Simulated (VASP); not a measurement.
Ga7P8 (a cell with a defect): single point with PBE

System: Ga7P8 (a cell with a defect).

```
Ga P
1.0
     0.00000    5.50512   -5.50512
     5.50512    5.50512    0.00000
     5.50512    0.00000   -5.50512
Ga P
7 8
Direct
  0.49889 0.00111 0.99889
  0.00111 0.49889 0.99889
  0.00111 0.00111 0.99889
  0.49889 0.49889 0.50111
  0.49889 0.00111 0.50111
  0.00111 0.49889 0.50111
  0.00000 0.00000 0.50000
  0.37668 0.37668 0.36997
  0.37560 0.87480 0.37480
  0.87480 0.37560 0.37480
  0.87480 0.87480 0.37480
  0.37668 0.37668 0.87668
  0.37668 0.86997 0.87668
  0.86997 0.37668 0.87668
  0.87480 0.87480 0.87560
```

This cell differs from its parent crystal: atoms taken out, then relaxed in part.

```
Program                : VASP 6.6.1
Task                   : single point
Functional             : PBE
Potentials or basis    : VASP PAW PBE potentials, release 64 (Ga_d, P)
Cutoff                 : 520 eV
k mesh                 : 3 × 3 × 3
Occupations            : gaussian, width 0.01 eV
Spin                   : collinear spin
Starting moments       : [0.0, 0.0, 0.0, 0.0, 0.0, 0.0, 0.0, 0.25, 0.0, 0.0, 0.0, 0.25, 0.25, 0.25, 0.0] μB
Dipole correction      : no
Further INCAR settings : LREAL = Auto; ALGO = Normal; EDIFF = 1e-06; NBANDS = 82
```

```
Pressure                                              : -1.7 GPa
Largest force                                         : 0.039 eV/Å
Net moment                                            : 0.19 μB per cell
Site moments                                          : Ga +0.00, -0.00 (each value once); P +0.02, -0.00 (each value once) μB
Valence electrons inside the program's atomic spheres : Ga 11.67, 11.68 (each value once); P 2.45, 2.52 (each value once)
```

Forces in eV/Å, atoms in the order of the input:
```
Ga   0.000  0.000  0.024
Ga  -0.024  0.000  0.000
Ga   0.000  0.024  0.000
Ga   0.000 -0.024  0.000
Ga   0.024  0.000  0.000
Ga   0.000  0.000 -0.024
Ga   0.000  0.000  0.000
P   -0.023  0.023  0.023
P    0.007 -0.007  0.007
P   -0.007 -0.007 -0.007
P    0.007  0.007 -0.007
P    0.023  0.023 -0.023
P   -0.023 -0.023 -0.023
P    0.023 -0.023  0.023
P   -0.007  0.007  0.007
```

Levels at points of the mesh, in eV from the Fermi level:
Spin up:
| k point | band 63 | band 64 | band 65 | band 66 | band 67 | band 68 |
| --- | --- | --- | --- | --- | --- | --- |
| (0.00, 0.00, 0.00) | -0.45 | -0.45 | 0.44 | 0.44 | 0.44 | 1.63 |
Spin down:
| k point | band 62 | band 63 | band 64 | band 65 | band 66 | band 67 | band 68 | band 69 |
| --- | --- | --- | --- | --- | --- | --- | --- | --- |
| (0.00, 0.00, 0.00) | -0.44 | -0.44 | -0.44 | 0.50 | 0.50 | 0.50 | 1.64 | 1.67 |

It took 7.6 min on 1 thread of AMD EPYC 9R45 (Zen 5), on a shared host, peak memory 0.66 GiB.

Caveat: the cell differs from its parent crystal (atoms taken out, then relaxed in part).
